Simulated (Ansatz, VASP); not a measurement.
# C: VASP beside Ansatz

```
CELL_PARAMETERS angstrom
2.44493 0.09238 0.09238
-1.14246 2.07118 0.03381
0.45553 0.45553 12.05624
ATOMIC_POSITIONS crystal
C 0.00000 0.00000 0.18686
C 0.00000 0.00000 0.68686
C 0.00000 0.00000 0.31314
C 0.00000 0.00000 0.81314
C 0.33333 0.66667 0.52077
C 0.66667 0.33333 0.02077
C 0.33333 0.66667 0.97923
C 0.66667 0.33333 0.47923
C 0.33333 0.66667 0.64510
C 0.66667 0.33333 0.14510
C 0.33333 0.66667 0.85490
C 0.66667 0.33333 0.35490
```

Change from the starting cell: equal engineering shear yz, xz and xy +0.0733, equal normal strain along x, y and z -0.0300.

Alike in both runs: task single point; functional PBE; k mesh 12 × 12 × 2; occupations gaussian, width 0.05 eV; no spin polarisation.

|  | VASP | Ansatz |
| --- | --- | --- |
| version | VASP 6.6.1 | Ansatz 0.2.0 |
| potentials or method | VASP PAW PBE potentials, release 64 (C), cutoff 520 eV | scalar-relativistic, plane waves, PAW |
| valence electrons in the cell | 48 | 48 |

VASP gave:

```
gap on the k mesh at the Fermi level (eV)                     : 3.04
least direct gap on the mesh (eV)                             : 3.68
pressure (GPa)                                                : 53.9
traceless stress, the component that is largest in VASP (GPa) : -48.63
rms of the force components (eV/Å)                            : 0.381
```

Problem. Estimate Ansatz's values.

Solution. gap on the k mesh at the Fermi level (eV): 3.05; least direct gap on the mesh (eV): 3.68; pressure (GPa): 52.9; traceless stress, the component that is largest in VASP (GPa): -48.44; rms of the force components (eV/Å): 0.369.

Atom by atom the forces differ by 0.014 eV/Å (rms over components). Both programs put the cell under a high pressure, so it lies far from rest at this level. The functional is the same, so the differences come from potentials, cutoffs and numerics.
